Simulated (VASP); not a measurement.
# ZrC (rocksalt type) (Fm-3m) in VASP: notebook

Runs on ZrC (rocksalt type). Level: PBE. Tasks: electric field gradients.

Program: VASP 6.6.1. These are calculated values, not measurements. Logs are shortened: lines on timing, memory, paths and dates and some standing lists are left out, and cuts for length are marked.

## (1) The cell of the first run

The structure is cubic, space group Fm-3m (No. 225). The conventional cell has a = 4.661 Å, b = 4.661 Å, c = 4.661 Å, α = 90.00°, β = 90.00°, γ = 90.00°. Within 3.1 Å of Zr (site symmetry m-3m) lie 6 C at 2.33 Å. Within 3.1 Å of C (site symmetry m-3m) lie 6 Zr at 2.33 Å.

## (2) Electric field gradients, PBE (volume scaled by 0.97)

Input file INCAR:

```
SYSTEM = ZrC
ALGO = Normal ; EDIFF = 1E-8
ENCUT = 520 ; GGA = PE
ISIF = 2 ; ISMEAR = -1
LASPH = .TRUE. ; LCHARG = .FALSE.
LEFG = .TRUE. ; LREAL = .FALSE.
LWAVE = .FALSE. ; NBANDS = 15
NELM = 100 ; PREC = Accurate
SIGMA = 0.05
```

Input file KPOINTS:

```
k-points
0
G
  14 14 14
  0 0 0
```

Input file POSCAR:

```
ZrC
1.0
    0.0000000000      2.3305264872      2.3305264872
    2.3305264872      0.0000000000      2.3305264872
    2.3305264872      2.3305264872      0.0000000000
Zr C
1 1
Direct
    0.0000000000      0.0000000000      0.0000000000
    0.5000000000      0.5000000000      0.5000000000
```

Potentials or basis: VASP PAW PBE potentials, release 64 (Zr_sv, C).

Command:

```sh
$ cat potpaw_PBE.64/Zr_sv/POTCAR potpaw_PBE.64/C/POTCAR > POTCAR
$ mpirun -np 1 vasp_std > vasp.out
```

OUTCAR:

```text
SYSTEM = ZrC
   EDIFF = 1E-8
   ENCUT = 520
   GGA = PE
   ISIF = 2
   ISMEAR = -1
   LASPH = .TRUE.
   LREAL = .FALSE.
   NELM = 100
   PREC = Accurate

 ion  position               nearest neighbor table
   1  0.000  0.000  0.000-   2 2.33   2 2.33   2 2.33   2 2.33   2 2.33   2 2.33
   2  0.500  0.500  0.500-   1 2.33   1 2.33   1 2.33   1 2.33   1 2.33   1 2.33

  LATTYP: Found a face centered cubic cell.
 ALAT       =     4.6610529744

  Lattice vectors:

 A1 = (   0.0000000000,   2.3305264872,   2.3305264872)
 A2 = (   2.3305264872,   0.0000000000,   2.3305264872)
 A3 = (   2.3305264872,   2.3305264872,   0.0000000000)

Analysis of symmetry for initial positions (statically):
=====================================================================
 Subroutine PRICEL returns:
 Original cell was already a primitive cell.

 Routine SETGRP: Setting up the symmetry group for a
 face centered cubic supercell.

 Subroutine GETGRP returns: Found 48 space group operations
 (whereof 48 operations were pure point group operations)
 out of a pool of 48 trial point group operations.

The static configuration has the point symmetry O_h .

Analysis of symmetry for dynamics (positions and initial velocities):
=====================================================================
 Subroutine PRICEL returns:
 Original cell was already a primitive cell.

 Routine SETGRP: Setting up the symmetry group for a
 face centered cubic supercell.

 Subroutine GETGRP returns: Found 48 space group operations
 (whereof 48 operations were pure point group operations)
 out of a pool of 48 trial point group operations.

The dynamic configuration has the point symmetry O_h .

 Subroutine INISYM returns: Found 48 space group operations
 (whereof 48 operations are pure point group operations),
 and found     1 'primitive' translations

----------------------------------------------------------------------------------------

                                     Primitive cell

  volume of cell :      25.3158

  direct lattice vectors                    reciprocal lattice vectors
     0.000000000  2.330526487  2.330526487    -0.214543796  0.214543796  0.214543796
     2.330526487  0.000000000  2.330526487     0.214543796 -0.214543796  0.214543796
     2.330526487  2.330526487  0.000000000     0.214543796  0.214543796 -0.214543796

  length of vectors
[... 129 lines left out ...]

 E-fermi :   9.9181     XC(G=0): -12.2586

 val. band max:        9.9097247046   @ k =   0.3571   0.2857   0.0000
 cond. band min:       9.9601575613   @ k =   0.0714   0.0000   0.0000
 fundamental gap:      0.0504328568
 Fermi energy:         9.9181103235

 k-point     1 :       0.0000    0.0000    0.0000
  band No.  band energies     occupation
      1     -38.1018      2.00000
      2     -15.7947      2.00000
      3     -15.7947      2.00000
      4     -15.7947      2.00000
      5      -1.4887      2.00000
      6      10.8470      0.00000
      7      10.8470      0.00000
      8      10.8470      0.00000
      9      11.0087      0.00000
     10      11.0087      0.00000
     11      11.0087      0.00000
     12      12.7919      0.00000
     13      12.7919      0.00000
     14      17.5061      0.00000
[... 401 lines left out ...]
      2     -16.2635      2.00000
      3     -15.9063      2.00000
      4     -15.8908      2.00000
      5      -0.1303      2.00000
      6       6.6701      2.00000
      7       8.2800      2.00000
      8       8.7805      2.00000
      9      10.8837      0.00000
     10      13.5080      0.00000
     11      13.9886      0.00000
     12      15.3679      0.00000
     13      17.1862      0.00000
     14      20.4273      0.00000
     15      23.7753      0.00000

 [... further k-points ...]
[... 5 lines left out ...]
  --------------------------------------------------------------------------------------
  -------------------------------------------------------------------------------------
  Total        1.1825345      1.1825345      1.1825345     -0.0000000      0.0000000      0.0000000
  in kB       74.8397381     74.8397381     74.8397381     -0.0000000      0.0000000      0.0000000
  external PRESSURE =      74.8397381 kB  Pullay stress =       0.0000000 kB

 VOLUME and BASIS-vectors are now :
 -----------------------------------------------------------------------------
  energy-cutoff  :      520.00
  volume of cell :       25.32
      direct lattice vectors                 reciprocal lattice vectors
     0.000000000  2.330526487  2.330526487    -0.214543796  0.214543796  0.214543796
     2.330526487  0.000000000  2.330526487     0.214543796 -0.214543796  0.214543796
     2.330526487  2.330526487  0.000000000     0.214543796  0.214543796 -0.214543796

 POSITION                                       TOTAL-FORCE (eV/Angst)
 -----------------------------------------------------------------------------------
      0.00000      0.00000      0.00000        -0.000000     -0.000000     -0.000000
      2.33053      2.33053      2.33053         0.000000      0.000000      0.000000
 -----------------------------------------------------------------------------------
    total drift:                                0.000000      0.000000      0.000000

  FREE ENERGIE OF THE ION-ELECTRON SYSTEM (eV)
  ---------------------------------------------------
  free  energy   TOTEN  =       -19.4441731288 eV

  energy  without entropy=      -19.4417709588  energy(sigma->0) =      -19.44297204

 Electric field gradients (V/A^2)
---------------------------------------------------------------------
 ion       V_xx      V_yy      V_zz      V_xy      V_xz      V_yz
---------------------------------------------------------------------
   1      -0.000    -0.000    -0.000    -0.000    -0.000    -0.000
   2      -0.000    -0.000     0.000    -0.000    -0.000    -0.000
---------------------------------------------------------------------

 Electric field gradients after diagonalization (V/A^2)
 (convention: |V_zz| > |V_xx| > |V_yy|)
----------------------------------------------------------------------
 ion       V_xx      V_yy      V_zz     asymmetry (V_yy - V_xx)/ V_zz
----------------------------------------------------------------------
   1       0.000     0.000    -0.000       0.000
   2       0.000     0.000    -0.000       0.000
----------------------------------------------------------------------

           NMR quadrupolar parameters

 Cq : quadrupolar parameter    Cq=e*Q*V_zz/h
 eta: asymmetry parameters     (V_yy - V_xx)/ V_zz
 Q  : nuclear electric quadrupole moment in mb (millibarn)
----------------------------------------------------------------------
 ion       Cq(MHz)       eta       Q (mb)
----------------------------------------------------------------------
   1      -0.000       0.000       1.000
   2      -0.000       0.000       1.000
----------------------------------------------------------------------
```

It took 23 s on 1 thread of Intel Xeon 6975P-C (Granite Rapids), shared host; peak memory 0.18 GiB.

Results:

| Quantity | Value |
| --- | --- |
| Free energy | -19.4442 eV |
| Pressure | 7.5 GPa |
| Band gap on the k mesh | zero (band 8 reaches 10.85 eV, above the bottom of band 9 at 9.56 eV) |

Levels at points of the mesh, in eV from the Fermi level:
| k point | band 6 | band 7 | band 8 | band 9 | band 10 | band 11 |
| --- | --- | --- | --- | --- | --- | --- |
| (0.00, 0.00, 0.00) | 0.93 | 0.93 | 0.93 | 1.09 | 1.09 | 1.09 |
| (0.50, 0.00, 0.00) | -5.41 | -3.03 | -3.03 | 4.63 | 4.63 | 5.48 |
| (0.50, 0.50, 0.00) | -2.03 | -1.85 | 0.07 | 0.07 | 4.57 | 5.84 |

Caveat: the cell differs from its parent crystal (volume scaled by 0.97); without QUAD_EFG the Cq values of the log hold for a quadrupole moment of 1 mb, not for the nuclei.

## (3) Electric field gradients, PBE

This run uses another cell than the first one, of 13.05 Å³/atom, 1.031 times its volume.

Input file INCAR:

```
SYSTEM = ZrC
PREC = Accurate
ENCUT = 520
EDIFF = 1E-8
ISMEAR = -1
SIGMA = 0.05
LREAL = .False.
LASPH = .True.
NELM = 60
ALGO = Normal
ISIF = 2
LWAVE = .False.
LCHARG = .False.
GGA = PE
LEFG = .True.
NBANDS = 15
```

Input file KPOINTS:

```
Automatic mesh
0
Gamma
  14 14 14
  0 0 0
```

Input file POSCAR:

```
ZrC
1.0
    0.0000000000      2.3543090124      2.3543090124
    2.3543090124      0.0000000000      2.3543090124
    2.3543090124      2.3543090124      0.0000000000
Zr C
1 1
Direct
    0.0000000000      0.0000000000      0.0000000000
    0.5000000000      0.5000000000      0.5000000000
```

Potentials or basis: VASP PAW PBE potentials, release 64 (Zr_sv, C).

Command:

```sh
$ cat potpaw_PBE.64/Zr_sv/POTCAR potpaw_PBE.64/C/POTCAR > POTCAR
$ mpirun -np 1 vasp_std > vasp.out
```

OUTCAR:

```text
SYSTEM = ZrC
   PREC = Accurate
   ENCUT = 520
   EDIFF = 1E-8
   ISMEAR = -1
   LREAL = .False.
   LASPH = .True.
   NELM = 60
   ISIF = 2
   GGA = PE

 ion  position               nearest neighbor table
   1  0.000  0.000  0.000-   2 2.35   2 2.35   2 2.35   2 2.35   2 2.35   2 2.35
   2  0.500  0.500  0.500-   1 2.35   1 2.35   1 2.35   1 2.35   1 2.35   1 2.35

  LATTYP: Found a face centered cubic cell.
 ALAT       =     4.7086180248

  Lattice vectors:

 A1 = (   0.0000000000,   2.3543090124,   2.3543090124)
[... 645 lines left out ...]
  ---------------------------------------------------
  free  energy   TOTEN  =       -19.4631325283 eV

  energy  without entropy=      -19.4607021241  energy(sigma->0) =      -19.46191733

 Electric field gradients (V/A^2)
---------------------------------------------------------------------
 ion       V_xx      V_yy      V_zz      V_xy      V_xz      V_yz
---------------------------------------------------------------------
   1      -0.000     0.000    -0.000    -0.000    -0.000    -0.000
   2      -0.000     0.000    -0.000    -0.000    -0.000    -0.000
---------------------------------------------------------------------

 Electric field gradients after diagonalization (V/A^2)
 (convention: |V_zz| > |V_xx| > |V_yy|)
----------------------------------------------------------------------
 ion       V_xx      V_yy      V_zz     asymmetry (V_yy - V_xx)/ V_zz
----------------------------------------------------------------------
   1       0.000     0.000    -0.000       0.000
   2       0.000     0.000    -0.000       0.000
----------------------------------------------------------------------

           NMR quadrupolar parameters

 Cq : quadrupolar parameter    Cq=e*Q*V_zz/h
 eta: asymmetry parameters     (V_yy - V_xx)/ V_zz
 Q  : nuclear electric quadrupole moment in mb (millibarn)
----------------------------------------------------------------------
 ion       Cq(MHz)       eta       Q (mb)
----------------------------------------------------------------------
   1      -0.000       0.000       1.000
   2      -0.000       0.000       1.000
----------------------------------------------------------------------
```

Run time: 29 s. Hardware: 1 thread of Intel Xeon 6975P-C (Granite Rapids), shared host; peak memory 0.18 GiB.

Results:

```yaml
Free_energy: -19.4631 eV
Pressure: 0.3 GPa
Band_gap_on_the_k_mesh: zero (band 8 reaches 10.49 eV, above the bottom of band 9 at 9.21 eV)
```

Levels at points of the mesh, in eV from the Fermi level:
```csv
k point,band 6,band 7,band 8,band 9,band 10,band 11
"(0.00, 0.00, 0.00)",0.93,0.93,0.93,1.09,1.09,1.09
"(0.50, 0.00, 0.00)",-5.28,-2.92,-2.92,4.47,4.47,5.29
"(0.50, 0.50, 0.00)",-2.07,-1.75,0.05,0.05,4.42,5.62
```

Caveat: without QUAD_EFG the Cq values of the log hold for a quadrupole moment of 1 mb, not for the nuclei.

## (4) Electric field gradients, PBE

This run uses another cell than the first one, of 13.05 Å³/atom, 1.031 times its volume.

Input file INCAR:

```
PREC     = Accurate       # precision mode
ENCUT    = 520            # plane-wave cutoff, eV
EDIFF    = 1E-8           # SCF threshold, eV
ISMEAR   = -1             # smearing method
SIGMA    = 0.05           # smearing width, eV
LREAL    = False          # projectors in reciprocal space
LASPH    = True           # aspherical terms in the spheres
NELM     = 80             # most SCF steps
ALGO     = Normal         # electronic algorithm
ISIF     = 2              # what is computed and relaxed
LWAVE    = False          # write WAVECAR
LCHARG   = False          # write CHGCAR
GGA      = PE             # functional
LEFG     = True         
NBANDS   = 15             # bands
```

Input file KPOINTS:

```
regular mesh
0
Gamma
  14 14 14
```

POSCAR is that of step 3.

Potentials or basis: VASP PAW PBE potentials, release 64 (Zr_sv, C).

Command:

```sh
$ cat potpaw_PBE.64/Zr_sv/POTCAR potpaw_PBE.64/C/POTCAR > POTCAR
$ mpirun -np 1 vasp_std > vasp.out
```

OUTCAR:

```text
PREC = Accurate
   ENCUT = 520
   EDIFF = 1E-8
   ISMEAR = -1
   LREAL = False
   LASPH = True
   NELM = 80
   ISIF = 2
   GGA = PE

 ion  position               nearest neighbor table
   1  0.000  0.000  0.000-   2 2.35   2 2.35   2 2.35   2 2.35   2 2.35   2 2.35
   2  0.500  0.500  0.500-   1 2.35   1 2.35   1 2.35   1 2.35   1 2.35   1 2.35

  LATTYP: Found a face centered cubic cell.
 ALAT       =     4.7086180248

  Lattice vectors:

 A1 = (   0.0000000000,   2.3543090124,   2.3543090124)
 A2 = (   2.3543090124,   0.0000000000,   2.3543090124)
 A3 = (   2.3543090124,   2.3543090124,   0.0000000000)

Analysis of symmetry for initial positions (statically):
=====================================================================
 Subroutine PRICEL returns:
 Original cell was already a primitive cell.

 Routine SETGRP: Setting up the symmetry group for a
 face centered cubic supercell.

[... 620 lines left out ...]
  volume of cell :       26.10
      direct lattice vectors                 reciprocal lattice vectors
     0.000000000  2.354309012  2.354309012    -0.212376539  0.212376539  0.212376539
     2.354309012  0.000000000  2.354309012     0.212376539 -0.212376539  0.212376539
     2.354309012  2.354309012  0.000000000     0.212376539  0.212376539 -0.212376539

 POSITION                                       TOTAL-FORCE (eV/Angst)
 -----------------------------------------------------------------------------------
      0.00000      0.00000      0.00000        -0.000000      0.000000     -0.000000
      2.35431      2.35431      2.35431         0.000000      0.000000      0.000000
 -----------------------------------------------------------------------------------
    total drift:                                0.000000      0.000000      0.000000

  FREE ENERGIE OF THE ION-ELECTRON SYSTEM (eV)
  ---------------------------------------------------
  free  energy   TOTEN  =       -19.4631325283 eV

  energy  without entropy=      -19.4607021241  energy(sigma->0) =      -19.46191733

 Electric field gradients (V/A^2)
---------------------------------------------------------------------
 ion       V_xx      V_yy      V_zz      V_xy      V_xz      V_yz
---------------------------------------------------------------------
   1      -0.000     0.000    -0.000    -0.000    -0.000    -0.000
   2      -0.000     0.000    -0.000    -0.000    -0.000    -0.000
---------------------------------------------------------------------

 Electric field gradients after diagonalization (V/A^2)
 (convention: |V_zz| > |V_xx| > |V_yy|)
----------------------------------------------------------------------
 ion       V_xx      V_yy      V_zz     asymmetry (V_yy - V_xx)/ V_zz
----------------------------------------------------------------------
   1       0.000     0.000    -0.000       0.000
   2       0.000     0.000    -0.000       0.000
----------------------------------------------------------------------

           NMR quadrupolar parameters

 Cq : quadrupolar parameter    Cq=e*Q*V_zz/h
 eta: asymmetry parameters     (V_yy - V_xx)/ V_zz
 Q  : nuclear electric quadrupole moment in mb (millibarn)
----------------------------------------------------------------------
 ion       Cq(MHz)       eta       Q (mb)
----------------------------------------------------------------------
   1      -0.000       0.000       1.000
   2      -0.000       0.000       1.000
----------------------------------------------------------------------
```

OSZICAR:

```text
N       E                     dE             d eps       ncg     rms          rms(c)
DAV:   1     0.101427448022E+03    0.10143E+03   -0.86093E+03  3128   0.107E+03
DAV:   2    -0.184671020928E+02   -0.11989E+03   -0.11209E+03  4079   0.286E+02
DAV:   3    -0.228609119617E+02   -0.43938E+01   -0.43623E+01  4439   0.476E+01
DAV:   4    -0.229383533095E+02   -0.77441E-01   -0.77412E-01  4038   0.609E+00
DAV:   5    -0.229394912973E+02   -0.11380E-02   -0.11379E-02  4348   0.548E-01    0.202E+01
DAV:   6    -0.195837199202E+02    0.33558E+01   -0.63779E+00  3605   0.227E+01    0.696E+00
DAV:   7    -0.194789441775E+02    0.10478E+00   -0.62738E-01  3636   0.593E+00    0.611E+00
DAV:   8    -0.195030887569E+02   -0.24145E-01   -0.34500E-01  3771   0.460E+00    0.525E+00
DAV:   9    -0.194644681674E+02    0.38621E-01   -0.64370E-02  3442   0.186E+00    0.990E-01
DAV:  10    -0.194631388532E+02    0.13293E-02   -0.65340E-03  4065   0.653E-01    0.698E-02
DAV:  11    -0.194631403219E+02   -0.14687E-05   -0.16683E-04  3535   0.119E-01    0.544E-02
DAV:  12    -0.194631339867E+02    0.63352E-05   -0.41273E-06  4062   0.169E-02    0.146E-02
DAV:  13    -0.194631326126E+02    0.13741E-05   -0.16467E-06  3855   0.848E-03    0.176E-03
DAV:  14    -0.194631325331E+02    0.79497E-07   -0.54302E-08  3731   0.163E-03    0.813E-04
DAV:  15    -0.194631325283E+02    0.48196E-08   -0.37080E-09  2666   0.522E-04
   1 F= -.19463133E+02 E0= -.19461917E+02  d E =-.243040E-02
```

stdout:

```text
POSCAR found type information on POSCAR ZrC
 POSCAR found :  2 types and       2 ions
 scaLAPACK will be used
 LDA part: xc-table for (Slater+PW92), standard interpolation
 POSCAR, INCAR and KPOINTS ok, starting setup
 FFT: planning ... GRIDC
 FFT: planning ... GRID_SOFT
 FFT: planning ... GRID
 WAVECAR not read
 entering main loop
ion   1

ion   2
```

It took 39 s on 1 thread of Intel Xeon 6975P-C (Granite Rapids), shared host; peak memory 0.17 GiB.

Results:

```
Free energy            : -19.4631 eV
Pressure               : 0.3 GPa
Band gap on the k mesh : zero (band 8 reaches 10.49 eV, above the bottom of band 9 at 9.21 eV)
```

Caveat: without QUAD_EFG the Cq values of the log hold for a quadrupole moment of 1 mb, not for the nuclei.

(Part 1 of 2 ends here.)
